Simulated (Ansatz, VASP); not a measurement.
**One calculation of HfO2, two programs**

File POSCAR:

```
HfO2
1.0
    4.8382821842      0.0000000000      0.0000000000
    0.0000000000      4.8382821842      0.0000000000
    0.0000000000      0.0000000000      3.1556098096
Hf O
2 4
Direct
    0.0000000000      0.0000000000      0.0000000000
    0.5000000000      0.5000000000      0.5000000000
    0.3038258142      0.3038258142      0.0000000000
    0.1961741858      0.8038258142      0.5000000000
    0.8038258142      0.1961741858      0.5000000000
    0.6961741858      0.6961741858      0.0000000000
```

The input INCAR.step1:

```
ALGO = Normal
EDIFF = 1E-4
ENCUT = 520
GGA = PE
ISMEAR = 0
LASPH = T
LCHARG = F
LREAL = F
LWAVE = T
NBANDS = 31
NELM = 100
PREC = Accurate
SIGMA = 0.01
```

INCAR.step2

```
ALGO = Normal
EDIFF = 1E-7
ENCUT = 520
ISIF = 2
ISMEAR = 0
ISTART = 1
LASPH = T
LCHARG = F
LMIXTAU = T
LREAL = F
LWAVE = F
METAGGA = R2SCAN
NBANDS = 31
NELM = 100
PREC = Accurate
SIGMA = 0.01
```

KPOINTS

```
k-points
0
Gamma
  6 6 8
```

Input for Ansatz:

```yaml
crystal:
  lattice:
    - [4.8382821842, 0.0, 0.0]
    - [0.0, 4.8382821842, 0.0]
    - [0.0, 0.0, 3.1556098096]
  atoms:
    - { symbol: Hf, position: [0.0, 0.0, 0.0] }
    - { symbol: Hf, position: [0.5, 0.5, 0.5] }
    - { symbol: O, position: [0.3038258142, 0.3038258142, 0.0] }
    - { symbol: O, position: [0.1961741858, 0.8038258142, 0.5] }
    - { symbol: O, position: [0.8038258142, 0.1961741858, 0.5] }
    - { symbol: O, position: [0.6961741858, 0.6961741858, 0.0] }
kpoints:
  mp_grid: { grid: [6, 6, 8] }
  band_path:
    path:
      - [0.0, 0.0, 0.0]
      - [0.0, 0.5, 0.0]
      - [0.5, 0.5, 0.0]
      - [0.0, 0.0, 0.5]
      - [0.0, 0.5, 0.5]
      - [0.5, 0.5, 0.5]
    npoints: 1
hamiltonian:
  xc: r2scan
scf:
  occupations: { method: fixed }
  n_extra_bands: 5
output:
  forces: true
  stress: true
  eigenvalues: true
  write_density: true
  write_potential: true
  elf: true
  volumetric_format: npy
```

Change from the starting cell: uniaxial_z strain -2.0%.

Alike in both runs: task single point; functional r2SCAN; k mesh 6 × 6 × 8; no spin polarisation.

|  | VASP | Ansatz |
| --- | --- | --- |
| version | VASP 6.6.1 | Ansatz 0.2.0 |
| potentials or method | VASP PAW PBE potentials, release 64 (Hf_pv, O) | plane waves, PAW |
| plane-wave cutoff (eV) | 520 | 500 |
| occupations | gaussian, width 0.01 eV | fixed |
| valence electrons in the cell | 44 | 76 |

|  | VASP | Ansatz | Ansatz less VASP |
| --- | --- | --- | --- |
| gap on the k mesh at the Fermi level (eV) | 4.47 | 4.53 | +0.062 |
| pressure (GPa) | 2.3 | 5.6 | +3.27 |
| traceless stress, the component that is largest in VASP (GPa) | 4.20 | 4.72 | +0.515 |
| rms of the force components (eV/Å) | 0.029 | 0.000 | -0.0292 |

VASP's potentials were made for PBE, not for r2SCAN. Atom by atom the forces differ by 0.029 eV/Å (rms over components). VASP's potentials hold 44 valence electrons a cell and Ansatz's 76, so a difference there can come from the potentials and not from the codes.

Spin-orbit coupling is off throughout.
